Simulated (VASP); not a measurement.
# SiO2 (P4_2/mnm) in VASP: a series of runs, part 2 of 2

VASP 6.6.1. The steps go on from the part before.

## (3) Single point, LDA

This run uses another cell than the first one, of 8.89 Å³/atom, 1.010 times its volume.

The input, INCAR:

```
ALGO = Normal
EDIFF = 1E-6
ENCUT = 520
ISIF = 2
ISMEAR = 0
LASPH = T
LCHARG = F
LREAL = F
LWAVE = F
NBANDS = 25
NELM = 60
PREC = Accurate
SIGMA = 0.05
```

The input, KPOINTS:

```
k-points
0
Gamma
  6 6 8
```

The input, POSCAR:

```
SiO2
1.0
    4.2299000000      0.0000000000      0.0000000000
    0.0000000000      4.2299000000      0.0000000000
    0.0000000000      0.0000000000      2.9807000000
Si O
2 4
Direct
    0.5000000000      0.5000000000      0.5000000000
    0.0000000000      0.0000000000      0.0000000000
    0.6944252994      0.6944252994      0.0000000000
    0.1944252994      0.8055747006      0.5000000000
    0.3055747006      0.3055747006      0.0000000000
    0.8055747006      0.1944252994      0.5000000000
```

Potentials or basis: VASP PAW LDA potentials, release 64 (Si, O).

Launch:

```bash
> cat potpaw_LDA.64/Si/POTCAR potpaw_LDA.64/O/POTCAR > POTCAR
> mpirun -np 1 vasp_std > vasp.out
```

OUTCAR:

```text
EDIFF = 1E-6
   ENCUT = 520
   ISIF = 2
   ISMEAR = 0
   LASPH = T
   LREAL = F
   NELM = 60
   PREC = Accurate

 ion  position               nearest neighbor table
   1  0.500  0.500  0.500-   4 1.83   6 1.83   5 1.89   3 1.89   3 1.89   5 1.89
   2  0.000  0.000  0.000-   3 1.83   5 1.83   4 1.89   6 1.89   4 1.89   6 1.89
   3  0.694  0.694  0.000-   2 1.83   1 1.89   1 1.89
   4  0.194  0.806  0.500-   1 1.83   2 1.89   2 1.89
   5  0.306  0.306  0.000-   2 1.83   1 1.89   1 1.89
   6  0.806  0.194  0.500-   1 1.83   2 1.89   2 1.89

  LATTYP: Found a simple tetragonal cell.
 ALAT       =     4.2299000000
 C/A-ratio  =     0.7046738694

  Lattice vectors:

 A1 = (   4.2299000000,   0.0000000000,   0.0000000000)
 A2 = (   0.0000000000,   4.2299000000,   0.0000000000)
 A3 = (   0.0000000000,   0.0000000000,   2.9807000000)

Analysis of symmetry for initial positions (statically):
=====================================================================
 Subroutine PRICEL returns:
 Original cell was already a primitive cell.

 Routine SETGRP: Setting up the symmetry group for a
 simple tetragonal supercell.

 Subroutine GETGRP returns: Found 16 space group operations
 (whereof  8 operations were pure point group operations)
 out of a pool of 16 trial point group operations.

The static configuration has the point symmetry D_2h.
 The point group associated with its full space group is D_4h.

Analysis of symmetry for dynamics (positions and initial velocities):
=====================================================================
 Subroutine PRICEL returns:
 Original cell was already a primitive cell.

 Routine SETGRP: Setting up the symmetry group for a
 simple tetragonal supercell.

 Subroutine GETGRP returns: Found 16 space group operations
 (whereof  8 operations were pure point group operations)
 out of a pool of 16 trial point group operations.

The dynamic configuration has the point symmetry D_2h.
 The point group associated with its full space group is D_4h.

 Subroutine INISYM returns: Found 16 space group operations
 (whereof  8 operations are pure point group operations),
 and found     1 'primitive' translations

----------------------------------------------------------------------------------------

                                     Primitive cell

  volume of cell :      53.3308

  direct lattice vectors                    reciprocal lattice vectors
     4.229900000  0.000000000  0.000000000     0.236412208  0.000000000  0.000000000
     0.000000000  4.229900000  0.000000000     0.000000000  0.236412208  0.000000000
     0.000000000  0.000000000  2.980700000     0.000000000  0.000000000  0.335491663

  length of vectors
     4.229900000  4.229900000  2.980700000     0.236412208  0.236412208  0.335491663

  position of ions in fractional coordinates (direct lattice)
     0.500000000  0.500000000  0.500000000
     0.000000000  0.000000000  0.000000000
     0.694425299  0.694425299  0.000000000
     0.194425299  0.805574701  0.500000000
     0.305574701  0.305574701  0.000000000
     0.805574701  0.194425299  0.500000000

  ion indices of the primitive-cell ions
   primitive index   ion index
                 1           1
                 2           2
                 3           3
[... 26 lines left out ...]
 ===========================================

 Found     50 irreducible k-points:

 Following reciprocal coordinates:
            Coordinates               Weight
  0.000000  0.000000  0.000000      1.000000
  0.166667  0.000000  0.000000      4.000000
  0.333333  0.000000  0.000000      4.000000
  0.500000  0.000000  0.000000      2.000000
  0.166667  0.166667  0.000000      4.000000
  0.333333  0.166667  0.000000      8.000000
[... 16 lines left out ...]
  0.333333  0.000000  0.250000      8.000000
  0.500000  0.000000  0.250000      4.000000
 [... further k-points ...]
   k-points           NKPTS =     50   k-points in BZ     NKDIM =     50   number of bands    NBANDS=     25
   number of dos      NEDOS =    301   number of ions     NIONS =      6
   total plane-waves  NPLWV =  24576
   dimension x,y,z NGX =    32 NGY =   32 NGZ =   24
   dimension x,y,z NGXF=    64 NGYF=   64 NGZF=   48
   ions per type =               2   4
   NGX,Y,Z   is equivalent  to a cutoff of  12.58, 12.58, 13.39 a.u.
   NGXF,Y,Z  is equivalent  to a cutoff of  25.15, 25.15, 26.77 a.u.
 SYSTEM =  unknown system
   PREC   = accura    normal or accurate (medium, high low for compatibility)
   ISTART =      0    job   : 0-new  1-cont  2-samecut
   ICHARG =      2    charge: 1-file 2-atom 10-const
   ISPIN  =      1    spin polarized calculation?
   LNONCOLLINEAR =      F non collinear calculations
   LSORBIT =      F    spin-orbit coupling
   LASPH  =      T    aspherical Exc in radial PAW
   ENCUT  =  520.0 eV  38.22 Ry    6.18 a.u.   7.86  7.86  5.54*2*pi/ulx,y,z
   NELM   =     60;   NELMIN=  2; NELMDL= -5     # of ELM steps
   EDIFF  = 0.1E-05   stopping-criterion for ELM
   LREAL  =      F    real-space projection
   EDIFFG = 0.1E-04   stopping-criterion for IOM
   NSW    =      0    number of steps for IOM
   IBRION =     -1    ionic relax: 0-MD 1-quasi-New 2-CG
   NFREE  =      0    steps in history (QN), initial steepest desc. (CG)
   ISIF   =      2    stress and relaxation
   ISYM   =      2    0-nonsym 1-usesym 2-fastsym
   POTIM  = 0.5000    time-step for ionic-motion
   TEBEG  =    0.0;   TEEND  =   0.0 temperature during run
   PSTRESS=    0.0 pullay stress
   NELECT =      32.0000    total number of electrons
   NUPDOWN=      -1.0000    fix difference up-down
   EMIN   =  10.00;   EMAX   =-10.00  energy-range for DOS
   EFERMI =   0.00;   METHOD = LEGACY
   ISMEAR =     0;   SIGMA  =   0.05  broadening in eV -4-tet -1-fermi 0-gaus
   EFERMI_NEDOS =   21; number of points for ismear=-14 and -15
   IALGO  =     38    algorithm
   IMIX   =      4    mixing-type and parameters
     AMIX     =   0.40;   BMIX     =  1.00
     AMIX_MAG =   1.60;   BMIX_MAG =  1.00
  volume/ion in A,a.u.               =       8.89        59.98
  Fermi-wavevector in a.u.,A,eV,Ry     =   1.380804  2.609341 25.941131  1.906619
  Thomas-Fermi vector in A             =   2.505647
   LORBIT       =      0    0 simple, 1 ext, 2 COOP (PROOUT), +10 PAW based schemes
   GGA     = CA    functional components
   LHFCALC =     F    Hartree Fock is set to
   AEXX    =    0.0000 exact exchange contribution
   IVDW    =     0    specifies the selected vdW correction
   LEPSILON=     F    determine dielectric tensor
   LRPA    =     F    only Hartree local field effects (RPA)
 non-spin polarized calculation
 Gauss-broadening in eV      SIGMA  =   0.05
  energy-cutoff  :      520.00
  volume of cell :       53.33
 maximum number of plane-waves:      1459
 NGX is ok and might be reduce to    32
   NGX = 15   NGY = 15   NGZ = 11

 number of electron      32.0000014 magnetization

 Free energy of the ion-electron system (eV)
  ---------------------------------------------------
  ext. energy  EPLUGINS =         0.00000000
  ---------------------------------------------------
  free energy    TOTEN  =       -50.60139045 eV

  energy without entropy =      -50.60139045  energy(sigma->0) =      -50.60139045

 E-fermi :   6.5886     XC(G=0): -12.0878

 val. band max:        6.3520196408   @ k =   0.0000   0.0000   0.0000
 cond. band min:       9.3342100626   @ k =   0.0000   0.0000   0.0000
 fundamental gap:      2.9821904217
 Fermi energy:         6.5885536503

 k-point     1 :       0.0000    0.0000    0.0000
  band No.  band energies     occupation
      1     -14.5641      2.00000
      2     -11.3348      2.00000
      3     -11.3348      2.00000
      4     -10.9879      2.00000
      5      -3.7580      2.00000
      6       0.6248      2.00000
[... 661 lines left out ...]
     24      17.7313      0.00000
     25      19.1166      0.00000

 [... further k-points ...]
[... 5 lines left out ...]
  --------------------------------------------------------------------------------------
  -------------------------------------------------------------------------------------
  Total       -8.5979301     -8.5979301    -20.1741103     -0.0000000      0.0000000      0.0000000
  in kB     -258.3009625   -258.3009625   -606.0751879     -0.0000000      0.0000000      0.0000000
  external PRESSURE =    -374.2257043 kB  Pullay stress =       0.0000000 kB

 VOLUME and BASIS-vectors are now :
 -----------------------------------------------------------------------------
  energy-cutoff  :      520.00
  volume of cell :       53.33
      direct lattice vectors                 reciprocal lattice vectors
     4.229900000  0.000000000  0.000000000     0.236412208  0.000000000  0.000000000
     0.000000000  4.229900000  0.000000000     0.000000000  0.236412208  0.000000000
     0.000000000  0.000000000  2.980700000     0.000000000  0.000000000  0.335491663

 POSITION                                       TOTAL-FORCE (eV/Angst)
 -----------------------------------------------------------------------------------
      2.11495      2.11495      1.49035         0.000000      0.000000      0.000000
      0.00000      0.00000      0.00000         0.000000      0.000000      0.000000
      2.93735      2.93735      0.00000         0.102358      0.102358      0.000000
      0.82240      3.40750      1.49035         0.102358     -0.102358      0.000000
      1.29255      1.29255      0.00000        -0.102358     -0.102358     -0.000000
      3.40750      0.82240      1.49035        -0.102358      0.102358      0.000000
 -----------------------------------------------------------------------------------
    total drift:                                0.000000      0.000000     -0.000000

  FREE ENERGIE OF THE ION-ELECTRON SYSTEM (eV)
  ---------------------------------------------------
  free  energy   TOTEN  =       -50.6013904538 eV

  energy  without entropy=      -50.6013904538  energy(sigma->0) =      -50.60139045
```

OSZICAR:

```text
N       E                     dE             d eps       ncg     rms          rms(c)
DAV:   1     0.123397467905E+03    0.12340E+03   -0.17111E+04  2524   0.121E+03
DAV:   2    -0.482147733322E+02   -0.17161E+03   -0.16315E+03  3231   0.264E+02
DAV:   3    -0.553088318400E+02   -0.70941E+01   -0.70603E+01  3326   0.516E+01
DAV:   4    -0.553578410006E+02   -0.49009E-01   -0.48994E-01  2884   0.501E+00
DAV:   5    -0.553582874889E+02   -0.44649E-03   -0.44638E-03  3359   0.456E-01    0.153E+01
DAV:   6    -0.506964392926E+02    0.46618E+01   -0.13616E+01  3039   0.241E+01    0.697E+00
DAV:   7    -0.506496897292E+02    0.46750E-01   -0.57763E-01  3065   0.461E+00    0.268E+00
DAV:   8    -0.506086024416E+02    0.41087E-01   -0.33320E-02  3152   0.149E+00    0.100E+00
DAV:   9    -0.506014003751E+02    0.72021E-02   -0.71061E-03  3130   0.696E-01    0.229E-01
DAV:  10    -0.506014174685E+02   -0.17093E-04   -0.69313E-04  3106   0.172E-01    0.691E-02
DAV:  11    -0.506013917527E+02    0.25716E-04   -0.57034E-05  3164   0.543E-02    0.354E-02
DAV:  12    -0.506013904755E+02    0.12772E-05   -0.74223E-06  3018   0.183E-02    0.384E-03
DAV:  13    -0.506013904538E+02    0.21762E-07   -0.20232E-07  1805   0.282E-03
   1 F= -.50601390E+02 E0= -.50601390E+02  d E =-.186974E-13
```

stdout:

```text
POSCAR found type information on POSCAR SiO
 POSCAR found :  2 types and       6 ions
 scaLAPACK will be used
 LDA part: xc-table for (Slater(with rela. corr.)+CA(PZ))
 , standard interpolation
 POSCAR, INCAR and KPOINTS ok, starting setup
 FFT: planning ... GRIDC
 FFT: planning ... GRID_SOFT
 FFT: planning ... GRID
 WAVECAR not read
 entering main loop
```

Wall time 92 s (1 thread of AMD EPYC 7R13, shared host); peak memory 0.14 GiB.

Results:

| Property | Result |
| --- | --- |
| Free energy | -50.6014 eV |
| Pressure | -37.4 GPa |
| Largest force | 0.145 eV/Å |
| Band gap on the k mesh | 2.98 eV, direct |

Forces on the atoms (eV/Å):
```
Si   0.000  0.000  0.000
Si   0.000  0.000  0.000
O    0.102  0.102  0.000
O    0.102 -0.102  0.000
O   -0.102 -0.102  0.000
O   -0.102  0.102  0.000
```

Stress tensor (GPa, compression positive):
```
-25.83   0.00   0.00
  0.00 -25.83   0.00
  0.00   0.00 -60.61
```

As with any semilocal functional, this LDA gap is likely too small.
